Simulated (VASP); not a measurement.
# SnSe in VASP: further runs

The runs below take SnSe through single point, with LDA, PBEsol, r2SCAN.

All numbers are computed with VASP 6.6.1; they aren't measurements. Logs are shortened: lines on timing, memory, paths and dates and some standing lists are left out, and cuts for length are marked.

**1. The cell of the first run**

The cell holds a slab with vacuum, 4 atoms: a = 4.285 Å, b = 4.285 Å, c = 10.991 Å, α = 90.00°, β = 90.00°, γ = 90.00°.

**2. Single point, LDA**

The input, INCAR:

```
PREC     = Accurate       # precision mode
ENCUT    = 520            # plane-wave cutoff, eV
EDIFF    = 1E-6           # SCF threshold, eV
ISMEAR   = -1             # smearing method
SIGMA    = 0.05           # smearing width, eV
LREAL    = False          # projectors in reciprocal space
LASPH    = True           # aspherical terms in the spheres
NELM     = 60             # most SCF steps
ALGO     = Normal         # electronic algorithm
ISIF     = 2              # what is computed and relaxed
LWAVE    = False          # write WAVECAR
LCHARG   = True           # write CHGCAR
LELF     = True           # ELF
LVHAR    = True         
NBANDS   = 28             # bands
```

The input, KPOINTS:

```
regular mesh
0
Gamma
  6 6 3
```

The input, POSCAR:

```
SnSe
1.0
    4.2853274191      0.0000000000      0.0000000000
    0.0000000000      4.2853274191      0.0000000000
    0.0000000000      0.0000000000     10.9906921300
Sn Se
2 2
Direct
    0.0000000000      0.5000000000      0.6277708900
    0.5000000000      0.0000000000      0.3722291100
    0.0000000000      0.5000000000      0.3839605100
    0.5000000000      0.0000000000      0.6160394900
```

Potentials or basis: VASP PAW LDA potentials, release 64 (Sn_d, Se).

On the command line:

```bash
$ cat potpaw_LDA.64/Sn_d/POTCAR potpaw_LDA.64/Se/POTCAR > POTCAR
$ mpirun -np 1 vasp_std > vasp.out
```

OUTCAR:

```text
PREC = Accurate
   ENCUT = 520
   EDIFF = 1E-6
   ISMEAR = -1
   LREAL = False
   LASPH = True
   NELM = 60
   ISIF = 2

 ion  position               nearest neighbor table
   1  0.000  0.500  0.628-   3 2.68   4 3.03   4 3.03   4 3.03   4 3.03
   2  0.500  0.000  0.372-   4 2.68   3 3.03   3 3.03   3 3.03   3 3.03
   3  0.000  0.500  0.384-   1 2.68   2 3.03   2 3.03   2 3.03   2 3.03
   4  0.500  0.000  0.616-   2 2.68   1 3.03   1 3.03   1 3.03   1 3.03

  LATTYP: Found a simple tetragonal cell.
 ALAT       =     4.2853274191
 C/A-ratio  =     2.5647263453

  Lattice vectors:

 A1 = (   4.2853274191,   0.0000000000,   0.0000000000)
 A2 = (   0.0000000000,   4.2853274191,   0.0000000000)
 A3 = (   0.0000000000,   0.0000000000,  10.9906921300)

Analysis of symmetry for initial positions (statically):
=====================================================================
 Subroutine PRICEL returns:
 Original cell was already a primitive cell.

 Routine SETGRP: Setting up the symmetry group for a
 simple tetragonal supercell.

 Subroutine GETGRP returns: Found 16 space group operations
 (whereof  8 operations were pure point group operations)
 out of a pool of 16 trial point group operations.

The static configuration has the point symmetry D_2d.
 The point group associated with its full space group is D_4h.

Analysis of symmetry for dynamics (positions and initial velocities):
=====================================================================
 Subroutine PRICEL returns:
 Original cell was already a primitive cell.

 Routine SETGRP: Setting up the symmetry group for a
 simple tetragonal supercell.

 Subroutine GETGRP returns: Found 16 space group operations
 (whereof  8 operations were pure point group operations)
 out of a pool of 16 trial point group operations.

The dynamic configuration has the point symmetry D_2d.
 The point group associated with its full space group is D_4h.

 Subroutine INISYM returns: Found 16 space group operations
 (whereof  8 operations are pure point group operations),
 and found     1 'primitive' translations

----------------------------------------------------------------------------------------

                                     Primitive cell

  volume of cell :     201.8334

  direct lattice vectors                    reciprocal lattice vectors
     4.285327419  0.000000000  0.000000000     0.233354398  0.000000000  0.000000000
     0.000000000  4.285327419  0.000000000     0.000000000  0.233354398  0.000000000
     0.000000000  0.000000000 10.990692130     0.000000000  0.000000000  0.090986081

  length of vectors
     4.285327419  4.285327419 10.990692130     0.233354398  0.233354398  0.090986081

  position of ions in fractional coordinates (direct lattice)
     0.000000000  0.500000000  0.627770890
     0.500000000  0.000000000  0.372229110
     0.000000000  0.500000000  0.383960510
     0.500000000  0.000000000  0.616039490

  ion indices of the primitive-cell ions
   primitive index   ion index
                 1           1
                 2           2
                 3           3
                 4           4

----------------------------------------------------------------------------------------

 KPOINTS: regular mesh

Automatic generation of k-mesh.
 Grid dimensions read from file:
 generate k-points for:    6    6    3

 Generating k-lattice:

  Cartesian coordinates                     Fractional coordinates (reciprocal lattice)
     0.038892400  0.000000000  0.000000000     0.166666667  0.000000000  0.000000000
     0.000000000  0.038892400  0.000000000     0.000000000  0.166666667  0.000000000
     0.000000000  0.000000000  0.030328694     0.000000000  0.000000000  0.333333333

  Length of vectors
     0.038892400  0.038892400  0.030328694

  Shift w.r.t. Gamma in fractional coordinates (k-lattice)
     0.000000000  0.000000000  0.000000000

 Subroutine IBZKPT returns following result:
 ===========================================

 Found     20 irreducible k-points:

 Following reciprocal coordinates:
            Coordinates               Weight
  0.000000  0.000000  0.000000      1.000000
  0.166667  0.000000  0.000000      4.000000
  0.333333  0.000000  0.000000      4.000000
  0.500000  0.000000  0.000000      2.000000
  0.166667  0.166667  0.000000      4.000000
  0.333333  0.166667  0.000000      8.000000
[... 12 lines left out ...]
  0.500000  0.333333  0.333333      8.000000
  0.500000  0.500000  0.333333      2.000000
   k-points           NKPTS =     20   k-points in BZ     NKDIM =     20   number of bands    NBANDS=     28
   number of dos      NEDOS =    301   number of ions     NIONS =      4
   total plane-waves  NPLWV =  86016
   dimension x,y,z NGX =    32 NGY =   32 NGZ =   84
   dimension x,y,z NGXF=    64 NGYF=   64 NGZF=  168
   ions per type =               2   2
   NGX,Y,Z   is equivalent  to a cutoff of  12.41, 12.41, 12.71 a.u.
   NGXF,Y,Z  is equivalent  to a cutoff of  24.83, 24.83, 25.41 a.u.
 SYSTEM =  unknown system
   PREC   = accura    normal or accurate (medium, high low for compatibility)
   ISTART =      0    job   : 0-new  1-cont  2-samecut
   ICHARG =      2    charge: 1-file 2-atom 10-const
   ISPIN  =      1    spin polarized calculation?
   LNONCOLLINEAR =      F non collinear calculations
   LSORBIT =      F    spin-orbit coupling
   LASPH  =      T    aspherical Exc in radial PAW
   ENCUT  =  520.0 eV  38.22 Ry    6.18 a.u.   7.97  7.97 20.44*2*pi/ulx,y,z
   NELM   =     60;   NELMIN=  2; NELMDL= -5     # of ELM steps
   EDIFF  = 0.1E-05   stopping-criterion for ELM
   LREAL  =      F    real-space projection
   EDIFFG = 0.1E-04   stopping-criterion for IOM
   NSW    =      0    number of steps for IOM
   IBRION =     -1    ionic relax: 0-MD 1-quasi-New 2-CG
   NFREE  =      0    steps in history (QN), initial steepest desc. (CG)
   ISIF   =      2    stress and relaxation
   ISYM   =      2    0-nonsym 1-usesym 2-fastsym
   POTIM  = 0.5000    time-step for ionic-motion
   TEBEG  =    0.0;   TEEND  =   0.0 temperature during run
   PSTRESS=    0.0 pullay stress
   NELECT =      40.0000    total number of electrons
   NUPDOWN=      -1.0000    fix difference up-down
   EMIN   =  10.00;   EMAX   =-10.00  energy-range for DOS
   EFERMI =   0.00;   METHOD = LEGACY
   ISMEAR =    -1;   SIGMA  =   0.05  broadening in eV -4-tet -1-fermi 0-gaus
   EFERMI_NEDOS =   21; number of points for ismear=-14 and -15
   IALGO  =     38    algorithm
   IMIX   =      4    mixing-type and parameters
     AMIX     =   0.40;   BMIX     =  1.00
     AMIX_MAG =   1.60;   BMIX_MAG =  1.00
  volume/ion in A,a.u.               =      50.46       340.51
  Fermi-wavevector in a.u.,A,eV,Ry     =   0.954473  1.803693 12.395171  0.911019
  Thomas-Fermi vector in A             =   2.083223
   LORBIT       =      0    0 simple, 1 ext, 2 COOP (PROOUT), +10 PAW based schemes
   GGA     = CA    functional components
   LHFCALC =     F    Hartree Fock is set to
   AEXX    =    0.0000 exact exchange contribution
   IVDW    =     0    specifies the selected vdW correction
   LEPSILON=     F    determine dielectric tensor
   LRPA    =     F    only Hartree local field effects (RPA)
 non-spin polarized calculation
  energy-cutoff  :      520.00
  volume of cell :      201.83
 maximum number of plane-waves:      5480
 NGX is ok and might be reduce to    32
   NGX = 15   NGY = 15   NGZ = 41

 number of electron      40.0000017 magnetization

 Free energy of the ion-electron system (eV)
  ---------------------------------------------------
  ext. energy  EPLUGINS =         0.00000000
  ---------------------------------------------------
  free energy    TOTEN  =       -18.43195485 eV

  energy without entropy =      -18.43195462  energy(sigma->0) =      -18.43195474

 E-fermi :   1.1152     XC(G=0):  -6.2348

 val. band max:        0.3950368901   @ k =   0.3333   0.0000   0.3333
 cond. band min:       1.8494300439   @ k =   0.3333   0.0000   0.3333
 fundamental gap:      1.4543931538
 Fermi energy:         1.1151918087

 k-point     1 :       0.0000    0.0000    0.0000
  band No.  band energies     occupation
      1     -20.5589      2.00000
      2     -20.5536      2.00000
      3     -20.5534      2.00000
      4     -20.5518      2.00000
      5     -20.5465      2.00000
      6     -20.5233      2.00000
[... 20 lines left out ...]
     27       6.1035      0.00000
     28       6.1169      0.00000

 k-point     2 :       0.1667    0.0000    0.0000
  band No.  band energies     occupation
      1     -20.5565      2.00000
      2     -20.5551      2.00000
      3     -20.5515      2.00000
      4     -20.5492      2.00000
      5     -20.5481      2.00000
      6     -20.5236      2.00000
[... 20 lines left out ...]
     27       5.6963      0.00000
     28       5.7699      0.00000

 k-point     3 :       0.3333    0.0000    0.0000
  band No.  band energies     occupation
      1     -20.5579      2.00000
      2     -20.5546      2.00000
      3     -20.5521      2.00000
      4     -20.5486      2.00000
      5     -20.5386      2.00000
      6     -20.5251      2.00000
[... 20 lines left out ...]
     27       5.4395      0.00000
     28       6.9345      0.00000

 k-point     4 :       0.5000    0.0000    0.0000
  band No.  band energies     occupation
      1     -20.5582      2.00000
      2     -20.5582      2.00000
      3     -20.5488      2.00000
      4     -20.5488      2.00000
      5     -20.5298      2.00000
      6     -20.5298      2.00000
[... 20 lines left out ...]
     27       6.2351      0.00000
     28       6.2351      0.00000

 k-point     5 :       0.1667    0.1667    0.0000
  band No.  band energies     occupation
      1     -20.5573      2.00000
      2     -20.5543      2.00000
      3     -20.5536      2.00000
      4     -20.5493      2.00000
      5     -20.5428      2.00000
      6     -20.5236      2.00000
[... 20 lines left out ...]
     27       5.5327      0.00000
     28       6.6975      0.00000

 k-point     6 :       0.3333    0.1667    0.0000
  band No.  band energies     occupation
      1     -20.5614      2.00000
      2     -20.5601      2.00000
      3     -20.5484      2.00000
      4     -20.5458      2.00000
      5     -20.5348      2.00000
      6     -20.5245      2.00000
[... 339 lines left out ...]
      5     -20.5279      2.00000
      6     -20.5279      2.00000
[... 20 lines left out ...]
     27       6.4782      0.00000
     28       6.4782      0.00000

 k-point    18 :       0.3333    0.3333    0.3333
  band No.  band energies     occupation
      1     -20.5681      2.00000
      2     -20.5680      2.00000
      3     -20.5424      2.00000
      4     -20.5409      2.00000
      5     -20.5282      2.00000
      6     -20.5238      2.00000
[... 20 lines left out ...]
     27       6.3184      0.00000
     28       6.3486      0.00000

 k-point    19 :       0.5000    0.3333    0.3333
  band No.  band energies     occupation
      1     -20.5714      2.00000
      2     -20.5714      2.00000
      3     -20.5393      2.00000
      4     -20.5393      2.00000
      5     -20.5243      2.00000
      6     -20.5243      2.00000
[... 20 lines left out ...]
     27       6.0961      0.00000
     28       6.0961      0.00000

 k-point    20 :       0.5000    0.5000    0.3333
  band No.  band energies     occupation
      1     -20.5753      2.00000
      2     -20.5753      2.00000
      3     -20.5366      2.00000
      4     -20.5366      2.00000
      5     -20.5217      2.00000
      6     -20.5217      2.00000
[... 20 lines left out ...]
     27       6.8546      0.00000
     28       6.8546      0.00000

------------------------ aborting loop because EDIFF is reached ----------------------------------------

  FORCE on cell =-STRESS in cart. coord.  units (eV):
  Direction    XX          YY          ZZ          XY          YZ          ZX
  --------------------------------------------------------------------------------------
  -------------------------------------------------------------------------------------
  Total       -2.2025234     -2.2025234     -0.7018613      0.0000000      0.0000000      0.0000000
  in kB      -17.4838894    -17.4838894     -5.5714578      0.0000000      0.0000000      0.0000000
  external PRESSURE =     -13.5130789 kB  Pullay stress =       0.0000000 kB

 VOLUME and BASIS-vectors are now :
 -----------------------------------------------------------------------------
  energy-cutoff  :      520.00
  volume of cell :      201.83
      direct lattice vectors                 reciprocal lattice vectors
     4.285327419  0.000000000  0.000000000     0.233354398  0.000000000  0.000000000
     0.000000000  4.285327419  0.000000000     0.000000000  0.233354398  0.000000000
     0.000000000  0.000000000 10.990692130     0.000000000  0.000000000  0.090986081

 POSITION                                       TOTAL-FORCE (eV/Angst)
 -----------------------------------------------------------------------------------
      0.00000      2.14266      6.89964         0.000000      0.000000     -0.219831
      2.14266      0.00000      4.09106         0.000000      0.000000      0.219831
      0.00000      2.14266      4.21999        -0.000000      0.000000      0.021719
      2.14266      0.00000      6.77070         0.000000      0.000000     -0.021719
 -----------------------------------------------------------------------------------
    total drift:                                0.000000      0.000000      0.000000

  FREE ENERGIE OF THE ION-ELECTRON SYSTEM (eV)
  ---------------------------------------------------
  free  energy   TOTEN  =       -18.4319548527 eV

  energy  without entropy=      -18.4319546228  energy(sigma->0) =      -18.43195474
```

Run time: 1.9 min. Hardware: 1 thread of Intel Xeon 8259CL, shared host; peak memory 0.29 GiB.

What came out:

- Free energy: -18.4320 eV
- Largest force: 0.220 eV/Å
- Band gap on the k mesh: 1.45 eV

Forces on the atoms (eV/Å):
```
Sn   0.000  0.000 -0.220
Sn   0.000  0.000  0.220
Se   0.000  0.000  0.022
Se   0.000  0.000 -0.022
```

Caveat: spin-orbit coupling is left out, which moves the levels of the heavy elements.

[end of part 1 of 2]
